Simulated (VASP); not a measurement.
# MoSe: relaxation of cell and atoms with r2SCAN+U

Crystal: MoSe.

```xyz
2
Lattice="3.5312 0.0000 0.0000 0.0000 3.5312 0.0000 0.0000 0.0000 3.5312" Properties=species:S:1:pos:R:3 pbc="T T T"
Mo    0.0000    0.0000    0.0000
Se    1.7656    1.7656    1.7656
```

| Property | Result |
| --- | --- |
| Program | VASP 6.6.1 |
| Task | relaxation of cell and atoms |
| Functional | r2SCAN |
| Potentials or basis | VASP PAW PBE potentials, release 64 (Mo_sv, Se) |
| Cutoff | 600 eV |
| k mesh | 12 × 12 × 12 |
| Occupations | gaussian, width 0.1 eV |
| Spin | no spin polarisation |
| Hubbard terms | Mo d U = 4.38 eV |
| Dipole correction | no |
| Further INCAR settings | ALGO = Normal; EDIFF = 1e-06; IBRION = 2; EDIFFG = -0.01; NSW = 80; ISIF = 3 |

```json
{
 "Relaxed volume": "18.50 Å³/atom",
 "Relaxed cell": "a = 3.332 Å, b = 3.332 Å, c = 3.332 Å, α = 90.00°, β = 90.00°, γ = 90.00°",
 "Space group after relaxing (to 0.1 Å)": "Pm-3m (No. 221)",
 "Energy gained by relaxing": "146.4 meV/atom",
 "Ionic steps": "16",
 "Pressure after relaxing": "0.0 GPa",
 "Band gap on the k mesh": "0.49 eV (least direct gap 0.61 eV)"
}
```

Step by step:
| step | energy change (eV) | largest force (eV/Å) | pressure (GPa) | volume (Å³) |
| --- | --- | --- | --- | --- |
| 1 | 0.0000 | 0.0000 | -11.50 | 44.03 |
| 2 | -0.2493 | 0.0000 | 6.10 | 34.71 |
| 3 | -0.2927 | 0.0000 | 0.19 | 36.92 |
| 4 | -0.2927 | 0.0000 | -0.17 | 37.05 |
| 5 | -0.2927 | 0.0000 | -0.17 | 37.05 |
| 6 | -0.2927 | 0.0000 | -0.17 | 37.05 |
| 7 | -0.2927 | 0.0000 | -0.15 | 37.05 |
| 8 | -0.2927 | 0.0000 | -0.15 | 37.05 |
| 9 | -0.2927 | 0.0000 | -0.15 | 37.05 |
| 10 | -0.2927 | 0.0000 | -0.15 | 37.05 |
| 11 | -0.2927 | 0.0000 | -0.15 | 37.05 |
| 12 | -0.2927 | 0.0000 | -0.16 | 37.05 |
| 13 | -0.2927 | 0.0000 | -0.15 | 37.04 |
| 14 | -0.2927 | 0.0000 | -0.15 | 37.04 |
| 15 | -0.2928 | 0.0000 | -0.14 | 37.03 |
| 16 | -0.2928 | 0.0000 | -0.04 | 37.01 |

Final structure:
```cif
data_structure
_symmetry_space_group_name_H-M 'P 1'
_symmetry_Int_Tables_number 1
_cell_length_a 3.3324
_cell_length_b 3.3324
_cell_length_c 3.3324
_cell_angle_alpha 90.000
_cell_angle_beta 90.000
_cell_angle_gamma 90.000
_cell_volume 37.01
loop_
_atom_site_label
_atom_site_type_symbol
_atom_site_fract_x
_atom_site_fract_y
_atom_site_fract_z
_atom_site_occupancy
Mo1 Mo 0.00000 0.00000 0.00000 1
Se1 Se 0.50000 0.50000 0.50000 1
```

Levels at points of the mesh, in eV from the valence-band top:
```csv
k point,band 7,band 8,band 9,band 10,band 11,band 12,band 13,band 14
"(0.00, 0.00, 0.00)",-4.18,-2.04,-2.04,-2.04,1.92,1.92,1.92,2.10
"(0.50, 0.00, 0.00)",-3.63,-2.85,-2.85,-0.14,2.20,4.16,4.16,5.09
"(0.50, 0.50, 0.00)",-5.81,-3.73,-0.71,-0.07,0.54,0.54,1.17,3.41
"(0.50, 0.50, 0.50)",-6.30,-6.30,0.00,0.00,2.76,2.76,2.76,4.69
```

Eigenvalues of the final occupation matrices:
```
    site  spin  trace               eigenvalues
site 1 d     1   1.94  0.12 0.12 0.12 0.79 0.79
site 1 d     2   1.94  0.12 0.12 0.12 0.79 0.79
```

It took 8.4 min on 1 thread of Intel(R) Xeon(R) 6975P-C (Granite Rapids), on a shared host, peak memory 0.22 GiB.

Caveat: the volume moved by over 15 % at a fixed basis, so the end points are rough; the PAW data sets were made with another functional, which shifts forces and pressure a little. A k mesh can miss the band edges.
